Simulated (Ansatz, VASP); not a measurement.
**Br in VASP and in Ansatz**

File INCAR:

```
SYSTEM = Br
PREC = Accurate ; ENCUT = 500
EDIFF = 1E-6 ; ISMEAR = -1
SIGMA = 0.1 ; LREAL = .FALSE.
LASPH = .TRUE. ; NELM = 120
ALGO = Normal ; ISIF = 2
LWAVE = .FALSE. ; LCHARG = .FALSE.
GGA = PE ; NBANDS = 10
GGA_COMPAT = .FALSE.
```

KPOINTS

```
regular mesh
0
G
  12 12 12
  0 0 0
```

POSCAR

```
Br
1.0
    2.4647483904      0.0000000000      0.0000000000
    0.0000000000      2.4647483904      0.0000000000
    0.0000000000      0.0000000000      2.4647483904
Br
1
Direct
    0.0000000000      0.0000000000      0.0000000000
```

Input for Ansatz:

```yaml
crystal:
  lattice:
    - [2.4647483904, 0.0, 0.0]
    - [0.0, 2.4647483904, 0.0]
    - [0.0, 0.0, 2.4647483904]
  atoms:
    - { symbol: Br, position: [0.0, 0.0, 0.0] }
kpoints:
  mp_grid: { grid: [12, 12, 12] }
scf:
  occupations: { method: fermi_dirac, width: 0.1 }
hamiltonian:
  xc: pbe
  pseudopotentials: { kind: paw }
output:
  forces: true
  stress: true
  eigenvalues: true
  populations: true
  write_density: true
  write_potential: true
  elf: true
  volumetric_format: npy
```

Change from the starting cell: volume scaled by 0.5, PAW files.

Alike in both runs: task single point; functional PBE; k mesh 12 × 12 × 12; occupations fermi-dirac, width 0.1 eV; no spin polarisation.

|  | VASP | Ansatz |
| --- | --- | --- |
| version | VASP 6.6.1 | Ansatz 0.2.0 |
| potentials or method | VASP PAW PBE potentials, release 64 (Br) | PAW with Ansatz's default frozen-core files, scalar-relativistic |
| plane-wave cutoff (eV) | 500 | 420 |
| valence electrons in the cell | 7 | 7 |

Ansatz gave:

* pressure (GPa): 112.1

What did VASP give for the same quantities?

Pressure (GPa): 112.3.

Both programs put the cell under a high pressure, so it lies far from rest at this level. The functional is the same, so the differences come from potentials, cutoffs and numerics.

Noted on VASP's run: the cell as given lies far from equilibrium.
